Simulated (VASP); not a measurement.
Crystal: Mg7ZnO8.

```xyz
64
Lattice="8.4410 0.0000 0.0000 0.0000 8.4410 0.0000 0.0000 0.0000 8.4410" Properties=species:S:1:pos:R:3 pbc="T T T"
O     2.1187    0.0115    8.4404
O     2.1100    8.4390    4.2308
O     2.0756    4.2068    0.0108
O     2.1281    4.2143    4.1923
O     6.3645    0.0178    8.4377
O     6.3255    8.4292    4.2193
O     6.3290    4.2169    0.0001
O     6.3296    4.2217    4.2397
O     0.0110    2.1380    0.0051
O     0.0227    2.1398    4.2360
O     8.4356    6.3332    0.0292
O     8.4393    6.3530    4.2270
O     4.1775    2.1354    0.0195
O     4.1967    2.1170    4.2001
O     4.2200    6.3177    0.0180
O     4.2526    6.3560    4.1926
O     0.0062    8.4310    2.1128
O     0.0128    0.0269    6.3217
O     0.0078    4.2328    2.1382
O     0.0148    4.2527    6.3008
O     4.2173    8.4166    2.1146
O     4.2061    8.4208    6.3034
O     4.2272    4.2333    2.0844
O     4.2039    4.2311    6.3243
O     2.1205    2.1243    2.1485
O     2.0978    2.1060    6.3408
O     2.1050    6.3533    2.1359
O     2.0970    6.3193    6.3118
O     6.3157    2.1112    2.1232
O     6.3249    2.0874    6.3218
O     6.3460    6.3087    2.0853
O     6.3422    6.3273    6.3283
Zn    0.0099    0.0205    8.4350
Zn    2.1165    6.3280    4.2203
Zn    6.3428    4.1859    6.3387
Zn    4.2174    2.1018    2.0826
Mg    8.4345    0.0052    4.1786
Mg    0.0212    4.2395    8.4147
Mg    0.0147    4.2127    4.2585
Mg    4.2088    8.4143    8.4004
Mg    4.2249    8.4216    4.2452
Mg    4.2128    4.2213    0.0238
Mg    4.2292    4.2440    4.2147
Mg    2.0932    2.1276    0.0238
Mg    2.1233    2.1494    4.2247
Mg    2.0945    6.3360    0.0273
Mg    6.3457    2.1331    8.4243
Mg    6.3576    2.0995    4.2094
Mg    6.3387    6.3860    0.0182
Mg    6.3034    6.3487    4.2164
Mg    2.1202    0.0217    2.1014
Mg    2.1463    8.4276    6.3547
Mg    2.1116    4.1929    2.1183
Mg    2.1157    4.2195    6.3073
Mg    6.3459    0.0055    2.1148
Mg    6.3492    0.0195    6.3063
Mg    6.2941    4.2118    2.0690
Mg    0.0155    2.1308    2.1132
Mg    8.4108    2.1190    6.3197
Mg    0.0036    6.3230    2.1304
Mg    8.4376    6.3377    6.3410
Mg    4.2126    2.1306    6.3233
Mg    4.2163    6.3146    2.0816
Mg    4.2575    6.3280    6.3174
```

| Quantity | Value |
| --- | --- |
| Program | VASP 6.6.1 |
| Task | relaxation of volume and atoms at fixed shape |
| Functional | PBEsol |
| Potentials or basis | VASP PAW PBE potentials, release 64 (O, Zn, Mg) |
| Cutoff | 700 eV |
| k mesh | 1 × 1 × 1, shifted |
| Occupations | fermi-dirac, width 0.05 eV |
| Spin | no spin polarisation |

At the start: pressure -0.1 GPa; volume 9.40 Å³/atom.

Task: Where does the relaxation end?

Result: Over 10 steps the energy falls by 8.0 meV/atom and the volume is 9.37 Å³/atom (-0.3 %); space group P1 (No. 1, to 0.1 Å) before, P4_132 (No. 213, to 0.1 Å).

The path:
| step | energy change (eV) | largest force (eV/Å) | pressure (GPa) | volume (Å³) |
| --- | --- | --- | --- | --- |
| 1 | 0.0000 | 0.9333 | -0.14 | 601.42 |
| 2 | -0.4277 | 0.2785 | -0.27 | 600.70 |
| 3 | -0.4331 | 0.3237 | -0.26 | 600.60 |
| 4 | -0.4936 | 0.1186 | 0.08 | 599.16 |
| 5 | -0.5002 | 0.1189 | 0.26 | 598.49 |
| 6 | -0.5097 | 0.0585 | -0.08 | 599.75 |
| 7 | -0.5104 | 0.0608 | -0.20 | 600.18 |
| 8 | -0.5130 | 0.0311 | 0.03 | 599.34 |
| 9 | -0.5131 | 0.0302 | 0.09 | 599.12 |
| 10 | -0.5138 | 0.0147 | -0.01 | 599.48 |

Final structure:
```
O Zn Mg
1.0
     8.43187    0.00000    0.00000
     0.00000    8.43187    0.00000
     0.00000    0.00000    8.43187
O Zn Mg
32 4 28
Direct
  0.25342 0.00102 0.00030
  0.25085 0.00368 0.49968
  0.25051 0.50025 0.00029
  0.25035 0.49721 0.49954
  0.74704 0.00072 0.00000
  0.74997 0.00082 0.49934
  0.74973 0.50032 0.00303
  0.74984 0.50001 0.49655
  0.99986 0.25384 0.99960
  0.99985 0.25099 0.50034
  0.99976 0.74752 0.99961
  0.99714 0.75015 0.50012
  0.50037 0.25072 0.99646
  0.50068 0.25071 0.50292
  0.50056 0.75007 0.99942
  0.50361 0.75011 0.50028
  0.00065 0.00035 0.25326
  0.00055 0.00034 0.74668
  0.00052 0.50096 0.25025
  0.00335 0.50105 0.74973
  0.49989 0.99710 0.25000
  0.49997 0.00005 0.74936
  0.49988 0.50355 0.25013
  0.49698 0.50067 0.74938
  0.24692 0.25024 0.24949
  0.24983 0.25018 0.75025
  0.24984 0.75067 0.24675
  0.25011 0.75104 0.75324
  0.75337 0.25013 0.24945
  0.75055 0.24727 0.75001
  0.75059 0.75093 0.24940
  0.75061 0.75368 0.75014
  0.00018 0.00077 0.99997
  0.25035 0.75046 0.50005
  0.75012 0.50046 0.74977
  0.50007 0.25029 0.24969
  0.00040 0.00052 0.50001
  0.00000 0.50070 0.99995
  0.00013 0.50067 0.50011
  0.50014 0.00050 0.99980
  0.50036 0.00026 0.49961
  0.50025 0.50030 0.99981
  0.50024 0.50024 0.49980
  0.25016 0.25052 0.00003
  0.25037 0.25048 0.49984
  0.25009 0.75074 0.00001
  0.75005 0.25056 0.99967
  0.75010 0.25055 0.49976
  0.75031 0.75051 0.99962
  0.75033 0.75040 0.49991
  0.25027 0.00046 0.24997
  0.25029 0.00048 0.74988
  0.25021 0.50055 0.25009
  0.25014 0.50069 0.74995
  0.75034 0.00057 0.24956
  0.75042 0.00050 0.74987
  0.75001 0.50042 0.24974
  0.00017 0.25056 0.24991
  0.00011 0.25067 0.75003
  0.00029 0.75079 0.24994
  0.00027 0.75066 0.75002
  0.50022 0.25039 0.74968
  0.50028 0.75034 0.24983
  0.50031 0.75040 0.74969
```

Caveat: the PAW data sets were made with another functional, which shifts forces and pressure a little.
